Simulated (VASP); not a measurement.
# NaCl (Fm-3m) in VASP: settings compared

Aim: see how the results for NaCl move with the level of theory and the settings. Levels: r2SCAN, PBE0. Tasks: relaxation of cell and atoms, single point.

Everything below comes from runs of VASP 6.6.1. Logs are shortened: lines on timing, memory, paths and dates and some standing lists are left out, and cuts for length are marked.

## 1. The cell of the first run

Symmetry: Fm-3m, No. 225, cubic system. The conventional cell has a = 5.695 Å, b = 5.695 Å, c = 5.695 Å, α = 90.00°, β = 90.00°, γ = 90.00°. Within 3.8 Å of Na (site symmetry m-3m) lie 6 Cl at 2.85 Å. Within 3.8 Å of Cl (site symmetry m-3m) lie 6 Na at 2.85 Å.

## 2. Relaxation of cell and atoms, r2SCAN

Contents of POSCAR:

```
NaCl
1.0
    0.0000000000      2.8475812638      2.8475812638
    2.8475812638      0.0000000000      2.8475812638
    2.8475812638      2.8475812638      0.0000000000
Na Cl
1 1
Direct
    0.0000000000      0.0000000000      0.0000000000
    0.5000000000      0.5000000000      0.5000000000
```

Contents of INCAR.step1:

```
SYSTEM = NaCl
PREC = Accurate
ENCUT = 600
ISMEAR = -1
SIGMA = 0.02
LREAL = .FALSE.
LASPH = .TRUE.
NELM = 100
GGA = PE
ALGO = Normal
EDIFF = 1E-4
LWAVE = .TRUE.
LCHARG = .FALSE.
```

Contents of INCAR.step2:

```
SYSTEM = NaCl
PREC = Accurate
ENCUT = 600
EDIFF = 1E-6
ISMEAR = -1
SIGMA = 0.02
LREAL = .FALSE.
LASPH = .TRUE.
NELM = 100
ALGO = Normal
ISIF = 3
LWAVE = .FALSE.
LCHARG = .FALSE.
METAGGA = R2SCAN
LMIXTAU = .TRUE.
IBRION = 2
NSW = 80
EDIFFG = -0.005
ISTART = 1
```

Contents of KPOINTS:

```
Automatic mesh
0
G
  8 8 8
  0 0 0
```

Potentials or basis: VASP PAW PBE potentials, release 64 (Na_pv, Cl).

The run is started by

```console
$ cat potpaw_PBE.64/Na_pv/POTCAR potpaw_PBE.64/Cl/POTCAR > POTCAR
$ cp INCAR.step1 INCAR
$ mpirun -np 1 vasp_std > vasp.out
$ cp INCAR.step2 INCAR
$ mpirun -np 1 vasp_std > vasp.out
```

OUTCAR:

```text
SYSTEM = NaCl
   PREC = Accurate
   ENCUT = 600
   EDIFF = 1E-6
   ISMEAR = -1
   LREAL = .FALSE.
   LASPH = .TRUE.
   NELM = 100
   ISIF = 3
   METAGGA = R2SCAN
   IBRION = 2
   NSW = 80
   EDIFFG = -0.005
   ISTART = 1

 ion  position               nearest neighbor table
   1  0.000  0.000  0.000-
   2  0.500  0.500  0.500-

  LATTYP: Found a face centered cubic cell.
 ALAT       =     5.6951625276

  Lattice vectors:

 A1 = (   0.0000000000,   2.8475812638,   2.8475812638)
 A2 = (   2.8475812638,   0.0000000000,   2.8475812638)
 A3 = (   2.8475812638,   2.8475812638,   0.0000000000)

Analysis of symmetry for initial positions (statically):
=====================================================================
 Subroutine PRICEL returns:
 Original cell was already a primitive cell.

 Routine SETGRP: Setting up the symmetry group for a
 face centered cubic supercell.

 Subroutine GETGRP returns: Found 48 space group operations
 (whereof 48 operations were pure point group operations)
 out of a pool of 48 trial point group operations.

The static configuration has the point symmetry O_h .

Analysis of symmetry for dynamics (positions and initial velocities):
=====================================================================
 Subroutine PRICEL returns:
 Original cell was already a primitive cell.

 Routine SETGRP: Setting up the symmetry group for a
 face centered cubic supercell.

 Subroutine GETGRP returns: Found 48 space group operations
 (whereof 48 operations were pure point group operations)
 out of a pool of 48 trial point group operations.

The dynamic configuration has the point symmetry O_h .

 Subroutine INISYM returns: Found 48 space group operations
 (whereof 48 operations are pure point group operations),
 and found     1 'primitive' translations

----------------------------------------------------------------------------------------

                                     Primitive cell

  volume of cell :      46.1805

  direct lattice vectors                    reciprocal lattice vectors
     0.000000000  2.847581264  2.847581264    -0.175587614  0.175587614  0.175587614
     2.847581264  0.000000000  2.847581264     0.175587614 -0.175587614  0.175587614
     2.847581264  2.847581264  0.000000000     0.175587614  0.175587614 -0.175587614

  length of vectors
     4.027088043  4.027088043  4.027088043     0.304126669  0.304126669  0.304126669

  position of ions in fractional coordinates (direct lattice)
     0.000000000  0.000000000  0.000000000
     0.500000000  0.500000000  0.500000000

  ion indices of the primitive-cell ions
   primitive index   ion index
                 1           1
                 2           2

----------------------------------------------------------------------------------------

 KPOINTS: Automatic mesh

Automatic generation of k-mesh.
 Grid dimensions read from file:
 generate k-points for:    8    8    8

 Generating k-lattice:

  Cartesian coordinates                     Fractional coordinates (reciprocal lattice)
    -0.021948452  0.021948452  0.021948452     0.125000000  0.000000000  0.000000000
     0.021948452 -0.021948452  0.021948452     0.000000000  0.125000000  0.000000000
     0.021948452  0.021948452 -0.021948452     0.000000000  0.000000000  0.125000000

  Length of vectors
     0.038015834  0.038015834  0.038015834

  Shift w.r.t. Gamma in fractional coordinates (k-lattice)
     0.000000000  0.000000000  0.000000000

 Subroutine IBZKPT returns following result:
 ===========================================

 Found     29 irreducible k-points:

 Following reciprocal coordinates:
            Coordinates               Weight
  0.000000  0.000000  0.000000      1.000000
  0.125000  0.000000  0.000000      8.000000
  0.250000  0.000000  0.000000      8.000000
  0.375000  0.000000  0.000000      8.000000
  0.500000  0.000000  0.000000      4.000000
  0.125000  0.125000  0.000000      6.000000
[... 16 lines left out ...]
  0.500000  0.250000  0.125000     48.000000
 -0.375000  0.250000  0.125000     24.000000
 [... further k-points ...]
   k-points           NKPTS =     29   k-points in BZ     NKDIM =     29   number of bands    NBANDS=     11
   number of dos      NEDOS =    301   number of ions     NIONS =      2
   total plane-waves  NPLWV =  32768
   dimension x,y,z NGX =    32 NGY =   32 NGZ =   32
   dimension x,y,z NGXF=    64 NGYF=   64 NGZF=   64
   ions per type =               1   1
   NGX,Y,Z   is equivalent  to a cutoff of  13.21, 13.21, 13.21 a.u.
   NGXF,Y,Z  is equivalent  to a cutoff of  26.42, 26.42, 26.42 a.u.
 SYSTEM =  NaCl
   PREC   = accura    normal or accurate (medium, high low for compatibility)
   ISTART =      1    job   : 0-new  1-cont  2-samecut
   ICHARG =      0    charge: 1-file 2-atom 10-const
   ISPIN  =      1    spin polarized calculation?
   LNONCOLLINEAR =      F non collinear calculations
   LSORBIT =      F    spin-orbit coupling
   LASPH  =      T    aspherical Exc in radial PAW
   ENCUT  =  600.0 eV  44.10 Ry    6.64 a.u.   8.04  8.04  8.04*2*pi/ulx,y,z
   NELM   =    100;   NELMIN=  2; NELMDL=  0     # of ELM steps
   EDIFF  = 0.1E-05   stopping-criterion for ELM
   LREAL  =      F    real-space projection
   EDIFFG = -.5E-02   stopping-criterion for IOM
   NSW    =     80    number of steps for IOM
   IBRION =      2    ionic relax: 0-MD 1-quasi-New 2-CG
   NFREE  =      1    steps in history (QN), initial steepest desc. (CG)
   ISIF   =      3    stress and relaxation
   ISYM   =      2    0-nonsym 1-usesym 2-fastsym
   POTIM  = 0.5000    time-step for ionic-motion
   TEBEG  =    0.0;   TEEND  =   0.0 temperature during run
   PSTRESS=    0.0 pullay stress
   NELECT =      14.0000    total number of electrons
   NUPDOWN=      -1.0000    fix difference up-down
   EMIN   =  10.00;   EMAX   =-10.00  energy-range for DOS
   EFERMI =   0.00;   METHOD = LEGACY
   ISMEAR =    -1;   SIGMA  =   0.02  broadening in eV -4-tet -1-fermi 0-gaus
   EFERMI_NEDOS =   21; number of points for ismear=-14 and -15
   IALGO  =     38    algorithm
   IMIX   =      4    mixing-type and parameters
     AMIX     =   0.40;   BMIX     =  1.00
     AMIX_MAG =   1.60;   BMIX_MAG =  1.00
  volume/ion in A,a.u.               =      23.09       155.82
  Fermi-wavevector in a.u.,A,eV,Ry     =   1.099760  2.078246 16.455876  1.209473
  Thomas-Fermi vector in A             =   2.236160
   LORBIT       =      0    0 simple, 1 ext, 2 COOP (PROOUT), +10 PAW based schemes
   METAGGA = R2SCAN    functional components
   LHFCALC =     F    Hartree Fock is set to
   AEXX    =    0.0000 exact exchange contribution
   IVDW    =     0    specifies the selected vdW correction
   LEPSILON=     F    determine dielectric tensor
   LRPA    =     F    only Hartree local field effects (RPA)
 conjugate gradient relaxation of ions
 non-spin polarized calculation
  energy-cutoff  :      600.00
  volume of cell :       46.18
 maximum number of plane-waves:      1572
   NGX = 17   NGY = 17   NGZ = 17

--------------------------------------- Ionic step        1  -------------------------------------------

 number of electron      13.9999997 magnetization

 Free energy of the ion-electron system (eV)
  ---------------------------------------------------
  ext. energy  EPLUGINS =         0.00000000
  ---------------------------------------------------
  free energy    TOTEN  =       -13.78067020 eV

  energy without entropy =      -13.78067020  energy(sigma->0) =      -13.78067020

------------------------ aborting loop because EDIFF is reached ----------------------------------------

  FORCE on cell =-STRESS in cart. coord.  units (eV):
  Direction    XX          YY          ZZ          XY          YZ          ZX
  --------------------------------------------------------------------------------------
  -------------------------------------------------------------------------------------
  Total       -0.3845027     -0.3845027     -0.3845027     -0.0000000      0.0000000     -0.0000000
  in kB      -13.3398714    -13.3398714    -13.3398714     -0.0000000      0.0000000     -0.0000000
  external PRESSURE =     -13.3398714 kB  Pullay stress =       0.0000000 kB
[... 129 lines left out ...]
  energy  without entropy=      -13.7894675621  energy(sigma->0) =      -13.78946756

--------------------------------------- Ionic step        5  -------------------------------------------

 number of electron      14.0000010 magnetization

 Free energy of the ion-electron system (eV)
  ---------------------------------------------------
  ext. energy  EPLUGINS =         0.00000000
  ---------------------------------------------------
  free energy    TOTEN  =       -13.79212779 eV

  energy without entropy =      -13.79212779  energy(sigma->0) =      -13.79212779

 E-fermi :  -0.5131     XC(G=0):  -8.7627

 val. band max:       -1.0166228949   @ k =   0.0000   0.0000   0.0000
 cond. band min:       5.0109472424   @ k =   0.0000   0.0000   0.0000
 fundamental gap:      6.0275701373
 Fermi energy:        -0.5130972063

 k-point     1 :       0.0000    0.0000    0.0000
  band No.  band energies     occupation
      1     -22.4919      2.00000
      2     -22.4915      2.00000
      3     -22.4915      2.00000
      4     -14.2972      2.00000
      5      -1.0166      2.00000
      6      -1.0166      2.00000
      7      -1.0166      2.00000
      8       5.0109      0.00000
      9      10.7671      0.00000
     10      10.7671      0.00000
     11      10.7671      0.00000
[... 309 lines left out ...]
 k-point    24 :      -0.3750    0.2500    0.1250
  band No.  band energies     occupation
      1     -22.5171      2.00000
      2     -22.5002      2.00000
      3     -22.4960      2.00000
      4     -13.8951      2.00000
      5      -2.7373      2.00000
      6      -1.8270      2.00000
      7      -1.4613      2.00000
      8       8.0680      0.00000
      9       9.5449      0.00000
     10      10.1224      0.00000
     11      11.6670      0.00000

 [... further k-points ...]
[... 5 lines left out ...]
  --------------------------------------------------------------------------------------
  -------------------------------------------------------------------------------------
  Total        0.0041513      0.0041513      0.0041513      0.0000000     -0.0000000      0.0000000
  in kB        0.1520877      0.1520877      0.1520877      0.0000000     -0.0000000      0.0000000
  external PRESSURE =       0.1520877 kB  Pullay stress =       0.0000000 kB
[... 17 lines left out ...]
  FREE ENERGIE OF THE ION-ELECTRON SYSTEM (eV)
  ---------------------------------------------------
  free  energy   TOTEN  =       -13.7921277941 eV

  energy  without entropy=      -13.7921277941  energy(sigma->0) =      -13.79212779

 reached required accuracy - stopping structural energy minimisation
```

Wall time 2.5 min (1 thread of Intel Xeon Platinum 8259CL at 2.50GHz (Skylake/Cascade Lake), shared host); peak memory 0.19 GiB.

What came out:

| Property | Result |
| --- | --- |
| Free energy | -13.7921 eV |
| Relaxed volume | 21.87 Å³/atom |
| Relaxed cell | a = 3.955 Å, b = 3.955 Å, c = 3.955 Å, α = 60.00°, β = 60.00°, γ = 60.00° |
| Space group after relaxing (to 0.05 Å) | Fm-3m (No. 225) |
| Energy gained by relaxing | 5.7 meV/atom |
| Ionic steps | 5 |
| Pressure after relaxing | 0.0 GPa |
| Band gap on the k mesh | 6.03 eV, direct |

The path:
```
step  energy change (eV)  largest force (eV/Å)  pressure (GPa)  volume (Å³)
   1              0.0000                0.0000           -1.33        46.18
   2             -0.0085                0.0000           -0.72        44.91
   3             -0.0111                0.0000           -0.25        44.12
   4             -0.0088                0.0000            0.79        42.57
   5             -0.0115                0.0000            0.02        43.73
```

Final structure:
```
Na Cl
1.0
     0.00000    2.79634    2.79634
     2.79634    0.00000    2.79634
     2.79634    2.79634    0.00000
Na Cl
1 1
Cartesian
  0.0000 0.0000 0.0000
  2.7963 2.7963 2.7963
```

Levels at points of the mesh, in eV from the valence-band top:
```csv
k point,band 4,band 5,band 6,band 7,band 8,band 9,band 10,band 11
"(0.00, 0.00, 0.00)",-13.28,0.00,0.00,0.00,6.03,11.78,11.78,11.78
"(0.50, 0.00, 0.00)",-12.91,-2.00,-0.29,-0.29,7.99,11.83,11.83,11.83
"(0.50, 0.50, 0.00)",-12.86,-1.75,-0.63,-0.63,8.52,8.59,12.40,16.15
```

Caveat: the PAW data sets were made with another functional, which shifts forces and pressure a little. r2SCAN opens gaps a little over a GGA but as a rule still falls short of measured ones.

## 3. Single point, PBE0

This run uses another cell than the first one, of 22.02 Å³/atom, 0.953 times its volume.

Contents of POSCAR:

```
NaCl
1.0
    0.0000000000      2.8026987877      2.8026987877
    2.8026987877      0.0000000000      2.8026987877
    2.8026987877      2.8026987877      0.0000000000
Na Cl
1 1
Direct
    0.0000000000      0.0000000000      0.0000000000
    0.5000000000      0.5000000000      0.5000000000
```

Contents of INCAR.step1:

```
PREC = Accurate
ENCUT = 520
EDIFF = 1E-5
ISMEAR = 0
SIGMA = 0.01
LREAL = False
LASPH = True
NELM = 80
ALGO = Normal
ISIF = 2
LWAVE = True
LCHARG = False
GGA = PE
NBANDS = 14
```

Contents of INCAR.step2:

```
PREC = Accurate
ENCUT = 520
EDIFF = 1E-7
ISMEAR = 0
SIGMA = 0.01
LREAL = False
LASPH = True
NELM = 80
ALGO = Normal
ISIF = 2
LWAVE = False
LCHARG = False
GGA = PE
LHFCALC = True
AEXX = 0.25
PRECFOCK = Normal
ISTART = 1
NBANDS = 14
```

Contents of KPOINTS:

```
Automatic mesh
0
Gamma
  6 6 6
```

Potentials or basis: VASP PAW PBE potentials, release 64 (Na_pv, Cl).

The run is started by

```console
$ cat potpaw_PBE.64/Na_pv/POTCAR potpaw_PBE.64/Cl/POTCAR > POTCAR
$ cp INCAR.step1 INCAR
$ mpirun -np 1 vasp_std > vasp.out
$ cp INCAR.step2 INCAR
$ mpirun -np 1 vasp_std > vasp.out
```

Run time: 25 min. Hardware: 1 thread of Intel Xeon 6975P-C, shared host; peak memory 0.18 GiB.

It converged, with:

```
Free energy            : -8.3992 eV
Pressure               : 0.6 GPa
Band gap on the k mesh : 7.28 eV, direct
```

Levels at points of the mesh, in eV from the valence-band top:
| k point | band 5 | band 6 | band 7 | band 8 | band 9 | band 10 |
| --- | --- | --- | --- | --- | --- | --- |
| (0.00, 0.00, 0.00) | 0.00 | 0.00 | 0.00 | 7.28 | 13.41 | 13.41 |
| (0.50, 0.00, 0.00) | -2.13 | -0.30 | -0.30 | 9.40 | 13.17 | 13.32 |
| (0.50, 0.50, 0.00) | -1.86 | -0.67 | -0.67 | 9.81 | 10.14 | 13.79 |

Caveat: the PAW data sets were made with another functional, which shifts forces and pressure a little.
